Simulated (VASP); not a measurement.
# Ge (Imma) in VASP: a series of runs

Ge is run at these levels: PBEsol, LDA; tasks: single point.

Program: VASP 6.6.1. These are calculated values, not measurements. Logs are shortened: lines on timing, memory, paths and dates and some standing lists are left out, and cuts for length are marked.

### Step 1. The cell of the first run

It takes space group Imma (No. 74, orthorhombic). The conventional cell has a = 4.890 Å, b = 5.193 Å, c = 2.815 Å, α = 90.00°, β = 90.00°, γ = 90.00°. Within 3.5 Å of Ge (site symmetry mm2) lie 8 Ge at 2.62 to 3.02 Å.

### Step 2. Single point, PBEsol

The input, INCAR:

```
  PREC = Accurate
  ENCUT = 520
  EDIFF = 1E-6
  ISMEAR = -1
  SIGMA = 0.05
  LREAL = False
  LASPH = True
  NELM = 100
  ALGO = Normal
  ISIF = 2
  LWAVE = False
  LCHARG = False
  GGA = PS
  NBANDS = 21
```

The input, KPOINTS:

```
Automatic mesh
0
Gamma
  11 11 11
```

The input, POSCAR:

```
Ge
1.0
   -2.4449470096      2.5967485709      1.4076133202
    2.4449470096     -2.5967485709      1.4076133202
    2.4449470096      2.5967485709     -1.4076133202
Ge
2
Direct
    0.3140570000      0.0640570000      0.2500000000
    0.6859430000      0.9359430000      0.7500000000
```

Potentials or basis: VASP PAW PBE potentials, release 64 (Ge_d).

Started as:

```bash
> cat potpaw_PBE.64/Ge_d/POTCAR > POTCAR
> mpirun -np 1 vasp_std > vasp.out
```

OUTCAR:

```text
PREC = Accurate
   ENCUT = 520
   EDIFF = 1E-6
   ISMEAR = -1
   LREAL = False
   LASPH = True
   NELM = 100
   ISIF = 2
   GGA = PS

 ion  position               nearest neighbor table
   1  0.314  0.064  0.250-   2 2.62   2 2.62   2 2.66   2 2.66
   2  0.686  0.936  0.750-   1 2.62   1 2.62   1 2.66   1 2.66

  LATTYP: Found a body centered orthorhombic cell.
 ALAT       =     2.8152266404
 B/A-ratio  =     1.7369450648
 C/A-ratio  =     1.8447882907

  Lattice vectors:

 A1 = (   2.4449470096,  -2.5967485709,   1.4076133202)
 A2 = (  -2.4449470096,  -2.5967485709,  -1.4076133202)
 A3 = (   2.4449470096,   2.5967485709,  -1.4076133202)

Analysis of symmetry for initial positions (statically):
=====================================================================
 Subroutine PRICEL returns:
 Original cell was already a primitive cell.

 Routine SETGRP: Setting up the symmetry group for a
 body centered orthorhombic supercell.

 Subroutine GETGRP returns: Found  8 space group operations
 (whereof  4 operations were pure point group operations)
 out of a pool of  8 trial point group operations.

The static configuration has the point symmetry C_2h.
 The point group associated with its full space group is D_2h.

Analysis of symmetry for dynamics (positions and initial velocities):
=====================================================================
 Subroutine PRICEL returns:
 Original cell was already a primitive cell.

 Routine SETGRP: Setting up the symmetry group for a
 body centered orthorhombic supercell.

 Subroutine GETGRP returns: Found  8 space group operations
 (whereof  4 operations were pure point group operations)
 out of a pool of  8 trial point group operations.

The dynamic configuration has the point symmetry C_2h.
 The point group associated with its full space group is D_2h.

 Subroutine INISYM returns: Found  8 space group operations
 (whereof  4 operations are pure point group operations),
 and found     1 'primitive' translations

----------------------------------------------------------------------------------------

                                     Primitive cell

  volume of cell :      35.7473

  direct lattice vectors                    reciprocal lattice vectors
    -2.444947010  2.596748571  1.407613320     0.000000000  0.192548484  0.355211188
     2.444947010 -2.596748571  1.407613320     0.204503410  0.000000000  0.355211188
     2.444947010  2.596748571 -1.407613320     0.204503410  0.192548484  0.000000000

  length of vectors
     3.834350568  3.834350568  3.834350568     0.404041962  0.409873923  0.280885320

  position of ions in fractional coordinates (direct lattice)
     0.314057000  0.064057000  0.250000000
     0.685943000  0.935943000  0.750000000

  ion indices of the primitive-cell ions
   primitive index   ion index
                 1           1
                 2           2

----------------------------------------------------------------------------------------

 KPOINTS: Automatic mesh

Automatic generation of k-mesh.
 Grid dimensions read from file:
 generate k-points for:   11   11   11

 Generating k-lattice:

  Cartesian coordinates                     Fractional coordinates (reciprocal lattice)
     0.000000000  0.017504408  0.032291926     0.090909091  0.000000000  0.000000000
     0.018591219  0.000000000  0.032291926    -0.000000000  0.090909091  0.000000000
     0.018591219  0.017504408  0.000000000    -0.000000000  0.000000000  0.090909091

  Length of vectors
     0.036731087  0.037261266  0.025535029

  Shift w.r.t. Gamma in fractional coordinates (k-lattice)
     0.000000000  0.000000000  0.000000000

 Subroutine IBZKPT returns following result:
 ===========================================

 Found    216 irreducible k-points:

 Following reciprocal coordinates:
            Coordinates               Weight
  0.000000  0.000000  0.000000      1.000000
  0.090909 -0.000000  0.000000      4.000000
  0.181818 -0.000000  0.000000      4.000000
  0.272727  0.000000  0.000000      4.000000
  0.363636 -0.000000  0.000000      4.000000
  0.454545 -0.000000  0.000000      4.000000
[... 16 lines left out ...]
  0.454545  0.181818  0.000000      8.000000
 -0.454545  0.181818  0.000000      8.000000
 [... further k-points ...]
   k-points           NKPTS =    216   k-points in BZ     NKDIM =    216   number of bands    NBANDS=     21
   number of dos      NEDOS =    301   number of ions     NIONS =      2
   total plane-waves  NPLWV =  27000
   dimension x,y,z NGX =    30 NGY =   30 NGZ =   30
   dimension x,y,z NGXF=    60 NGYF=   60 NGZF=   60
   ions per type =               2
   NGX,Y,Z   is equivalent  to a cutoff of  13.01, 13.01, 13.01 a.u.
   NGXF,Y,Z  is equivalent  to a cutoff of  26.01, 26.01, 26.01 a.u.
 SYSTEM =  unknown system
   PREC   = accura    normal or accurate (medium, high low for compatibility)
   ISTART =      0    job   : 0-new  1-cont  2-samecut
   ICHARG =      2    charge: 1-file 2-atom 10-const
   ISPIN  =      1    spin polarized calculation?
   LNONCOLLINEAR =      F non collinear calculations
   LSORBIT =      F    spin-orbit coupling
   LASPH  =      T    aspherical Exc in radial PAW
   ENCUT  =  520.0 eV  38.22 Ry    6.18 a.u.   7.13  7.13  7.13*2*pi/ulx,y,z
   NELM   =    100;   NELMIN=  2; NELMDL= -5     # of ELM steps
   EDIFF  = 0.1E-05   stopping-criterion for ELM
   LREAL  =      F    real-space projection
   EDIFFG = 0.1E-04   stopping-criterion for IOM
   NSW    =      0    number of steps for IOM
   IBRION =     -1    ionic relax: 0-MD 1-quasi-New 2-CG
   NFREE  =      0    steps in history (QN), initial steepest desc. (CG)
   ISIF   =      2    stress and relaxation
   ISYM   =      2    0-nonsym 1-usesym 2-fastsym
   POTIM  = 0.5000    time-step for ionic-motion
   TEBEG  =    0.0;   TEEND  =   0.0 temperature during run
   PSTRESS=    0.0 pullay stress
   NELECT =      28.0000    total number of electrons
   NUPDOWN=      -1.0000    fix difference up-down
   EMIN   =  10.00;   EMAX   =-10.00  energy-range for DOS
   EFERMI =   0.00;   METHOD = LEGACY
   ISMEAR =    -1;   SIGMA  =   0.05  broadening in eV -4-tet -1-fermi 0-gaus
   EFERMI_NEDOS =   21; number of points for ismear=-14 and -15
   IALGO  =     38    algorithm
   IMIX   =      4    mixing-type and parameters
     AMIX     =   0.40;   BMIX     =  1.00
     AMIX_MAG =   1.60;   BMIX_MAG =  1.00
  volume/ion in A,a.u.               =      17.87       120.62
  Fermi-wavevector in a.u.,A,eV,Ry     =   1.509084  2.851754 30.984997  2.277333
  Thomas-Fermi vector in A             =   2.619453
   LORBIT       =      0    0 simple, 1 ext, 2 COOP (PROOUT), +10 PAW based schemes
   GGA     = PS    functional components
   LHFCALC =     F    Hartree Fock is set to
   AEXX    =    0.0000 exact exchange contribution
   IVDW    =     0    specifies the selected vdW correction
   LEPSILON=     F    determine dielectric tensor
   LRPA    =     F    only Hartree local field effects (RPA)
 non-spin polarized calculation
  energy-cutoff  :      520.00
  volume of cell :       35.75
 maximum number of plane-waves:       977
 NGX is ok and might be reduce to    30
   NGX = 15   NGY = 15   NGZ = 15

 number of electron      27.9999985 magnetization

 Free energy of the ion-electron system (eV)
  ---------------------------------------------------
  ext. energy  EPLUGINS =         0.00000000
  ---------------------------------------------------
  free energy    TOTEN  =        -9.51581020 eV

  energy without entropy =       -9.50981212  energy(sigma->0) =       -9.51281116

 E-fermi :   7.0992     XC(G=0): -11.6534

 val. band max:        7.0836964667   @ k =   0.4545   0.2727   0.0909
 cond. band min:       7.1064785847   @ k =  -0.0000   0.1818   0.0000
 fundamental gap:      0.0227821181
 Fermi energy:         7.0991683246

 k-point     1 :       0.0000    0.0000    0.0000
  band No.  band energies     occupation
      1     -17.6539      2.00000
      2     -17.5608      2.00000
      3     -17.5594      2.00000
      4     -17.5560      2.00000
      5     -17.5124      2.00000
      6     -17.4697      2.00000
[... 13 lines left out ...]
     20      18.0951      0.00000
     21      20.2746      0.00000

 k-point     2 :       0.0909   -0.0000    0.0000
  band No.  band energies     occupation
      1     -17.6465      2.00000
      2     -17.5544      2.00000
      3     -17.5521      2.00000
      4     -17.5428      2.00000
      5     -17.5146      2.00000
      6     -17.4729      2.00000
[... 13 lines left out ...]
     20      18.2618      0.00000
     21      19.3879      0.00000

 k-point     3 :       0.1818   -0.0000    0.0000
  band No.  band energies     occupation
      1     -17.6263      2.00000
      2     -17.5406      2.00000
      3     -17.5280      2.00000
      4     -17.5195      2.00000
      5     -17.5096      2.00000
      6     -17.4783      2.00000
[... 13 lines left out ...]
     20      16.3854      0.00000
     21      19.5496      0.00000

 k-point     4 :       0.2727    0.0000    0.0000
  band No.  band energies     occupation
      1     -17.5981      2.00000
      2     -17.5295      2.00000
      3     -17.5156      2.00000
      4     -17.5073      2.00000
      5     -17.4709      2.00000
      6     -17.4683      2.00000
[... 13 lines left out ...]
     20      15.1615      0.00000
     21      20.2561      0.00000

 k-point     5 :       0.3636   -0.0000    0.0000
  band No.  band energies     occupation
      1     -17.5685      2.00000
      2     -17.5292      2.00000
      3     -17.5008      2.00000
      4     -17.4970      2.00000
      5     -17.4748      2.00000
      6     -17.4736      2.00000
[... 13 lines left out ...]
     20      15.7035      0.00000
     21      21.4992      0.00000
[... 382 lines left out ...]
     20      17.3149      0.00000
     21      19.5578      0.00000

 k-point    22 :       0.3636    0.1818    0.0000
  band No.  band energies     occupation
      1     -17.5746      2.00000
      2     -17.5402      2.00000
      3     -17.5222      2.00000
      4     -17.4834      2.00000
      5     -17.4803      2.00000
      6     -17.4487      2.00000
[... 13 lines left out ...]
     20      18.3575      0.00000
     21      19.7184      0.00000

 k-point    23 :       0.4545    0.1818    0.0000
  band No.  band energies     occupation
      1     -17.5653      2.00000
      2     -17.5311      2.00000
      3     -17.5078      2.00000
      4     -17.4990      2.00000
      5     -17.4741      2.00000
      6     -17.4418      2.00000
[... 13 lines left out ...]
     20      18.2231      0.00000
     21      19.4994      0.00000

 k-point    24 :      -0.4545    0.1818    0.0000
  band No.  band energies     occupation
      1     -17.5685      2.00000
      2     -17.5246      2.00000
      3     -17.5135      2.00000
      4     -17.4939      2.00000
      5     -17.4880      2.00000
      6     -17.4428      2.00000
[... 13 lines left out ...]
     20      18.1474      0.00000
     21      18.3974      0.00000

 [... further k-points ...]

------------------------ aborting loop because EDIFF is reached ----------------------------------------

  FORCE on cell =-STRESS in cart. coord.  units (eV):
  Direction    XX          YY          ZZ          XY          YZ          ZX
  --------------------------------------------------------------------------------------
  -------------------------------------------------------------------------------------
  Total        0.7861497      0.2926825      0.4424904      0.0000000     -0.0000000      0.0000000
  in kB       35.2349087     13.1179075     19.8322383      0.0000000     -0.0000000      0.0000000
  external PRESSURE =      22.7283515 kB  Pullay stress =       0.0000000 kB

 VOLUME and BASIS-vectors are now :
 -----------------------------------------------------------------------------
  energy-cutoff  :      520.00
  volume of cell :       35.75
      direct lattice vectors                 reciprocal lattice vectors
    -2.444947010  2.596748571  1.407613320     0.000000000  0.192548484  0.355211188
     2.444947010 -2.596748571  1.407613320     0.204503410  0.000000000  0.355211188
     2.444947010  2.596748571 -1.407613320     0.204503410  0.192548484  0.000000000

 POSITION                                       TOTAL-FORCE (eV/Angst)
 -----------------------------------------------------------------------------------
      0.00000      1.29837      0.18033        -0.000000     -0.000000      0.051117
      2.44495      1.29837      1.22728         0.000000      0.000000     -0.051117
 -----------------------------------------------------------------------------------
    total drift:                               -0.000000     -0.000000      0.000000

  FREE ENERGIE OF THE ION-ELECTRON SYSTEM (eV)
  ---------------------------------------------------
  free  energy   TOTEN  =        -9.5158102042 eV

  energy  without entropy=       -9.5098121179  energy(sigma->0) =       -9.51281116
```

Run time: 1.9 min. Hardware: 1 thread of Intel Xeon 6975P-C (Granite Rapids), shared host; peak memory 0.26 GiB.

Results:

```yaml
Free_energy: -9.5158 eV
Pressure: 2.3 GPa
Largest_force: 0.051 eV/Å
Band_gap_on_the_k_mesh: zero (band 14 reaches 9.40 eV, above the bottom of band 15 at 3.68 eV)
```

Forces on the atoms (eV/Å):
```
Ge   0.000  0.000  0.051
Ge   0.000  0.000 -0.051
```

Stress tensor (GPa, compression positive):
```
3.52 0.00 0.00
0.00 1.31 0.00
0.00 0.00 1.98
```

Caveat: the PAW data sets were made with another functional, which shifts forces and pressure a little.

### Step 3. Single point, LDA

This run uses another cell than the first one, of 18.25 Å³/atom, 1.021 times its volume.

The input, INCAR:

```
PREC = Accurate
ENCUT = 520
EDIFF = 1E-6
ISMEAR = -1
SIGMA = 0.05
LREAL = F
LASPH = T
NELM = 60
ALGO = Normal
ISIF = 2
LWAVE = F
LCHARG = F
NBANDS = 21
```

The input, KPOINTS:

```
regular mesh
0
Gamma
  11 11 11
```

The input, POSCAR:

```
Ge
1.0
   -2.4621655136      2.6150361352      1.4175264166
    2.4621655136     -2.6150361352      1.4175264166
    2.4621655136      2.6150361352     -1.4175264166
Ge
2
Direct
    0.3140570000      0.0640570000      0.2500000000
    0.6859430000      0.9359430000      0.7500000000
```

Potentials or basis: VASP PAW LDA potentials, release 64 (Ge_d).

Started as:

```bash
> cat potpaw_LDA.64/Ge_d/POTCAR > POTCAR
> mpirun -np 1 vasp_std > vasp.out
```

It took 2.2 min on 1 thread of Intel Xeon 6975P-C (Granite Rapids), shared host; peak memory 0.24 GiB.

The run converged. Its results:

* Free energy: -10.0108 eV
* Pressure: -1.4 GPa
* Largest force: 0.065 eV/Å
* Band gap on the k mesh: zero (band 14 reaches 8.89 eV, above the bottom of band 15 at 3.44 eV)

Forces in eV/Å, atoms in the order of the input:
```
Ge   0.000  0.000  0.065
Ge   0.000  0.000 -0.065
```

Stress tensor (GPa, compression positive):
```
-0.08  0.00  0.00
 0.00 -2.37  0.00
 0.00  0.00 -1.63
```

Levels at points of the mesh, in eV from the Fermi level:
```
           k point  band 11  band 12  band 13  band 14  band 15  band 16  band 17  band 18
(0.00, 0.00, 0.00)   -13.46    -3.77    -2.47    -2.01     3.45     7.10     7.36     8.10
```

### Step 4. Single point, PBEsol

This run uses another cell than the first one, of 18.25 Å³/atom, 1.021 times its volume.

The input, INCAR:

```
SYSTEM = Ge
ALGO = Normal ; EDIFF = 1E-7
ENCUT = 520 ; GGA = PS
ISIF = 2 ; ISMEAR = -1
LASPH = .True. ; LCHARG = .False.
LREAL = .False. ; LWAVE = .False.
NBANDS = 21 ; NELM = 60
PREC = Accurate ; SIGMA = 0.05
```

The input, KPOINTS:

```
k-points
0
Gamma
  11 11 11
  0 0 0
```

POSCAR is that of step 3.

Potentials or basis: VASP PAW PBE potentials, release 64 (Ge_d).

Started as:

```bash
> cat potpaw_PBE.64/Ge_d/POTCAR > POTCAR
> mpirun -np 1 vasp_std > vasp.out
```

It took 2.7 min on 1 thread of Intel Xeon 6975P-C (Granite Rapids), shared host; peak memory 0.26 GiB.

The run converged. Its results:

```
Free energy            : -9.5231 eV
Pressure               : 0.6 GPa
Largest force          : 0.055 eV/Å
Band gap on the k mesh : zero (band 14 reaches 9.08 eV, above the bottom of band 15 at 3.53 eV)
```

Forces in eV/Å, atoms in the order of the input:
```
Ge   0.000  0.000  0.055
Ge   0.000  0.000 -0.055
```

Stress tensor (GPa, compression positive):
```
 1.83  0.00  0.00
 0.00 -0.37  0.00
 0.00  0.00  0.26
```

Levels at points of the mesh, in eV from the Fermi level:
| k point | band 10 | band 11 | band 12 | band 13 | band 14 | band 15 | band 16 | band 17 | band 18 | band 19 |
| --- | --- | --- | --- | --- | --- | --- | --- | --- | --- | --- |
| (0.00, 0.00, 0.00) | -24.38 | -13.48 | -3.69 | -2.49 | -2.02 | 3.33 | 7.16 | 7.44 | 8.20 | 8.53 |

Caveat: the PAW data sets were made with another functional, which shifts forces and pressure a little.

(Continued in part 2 of 2.)
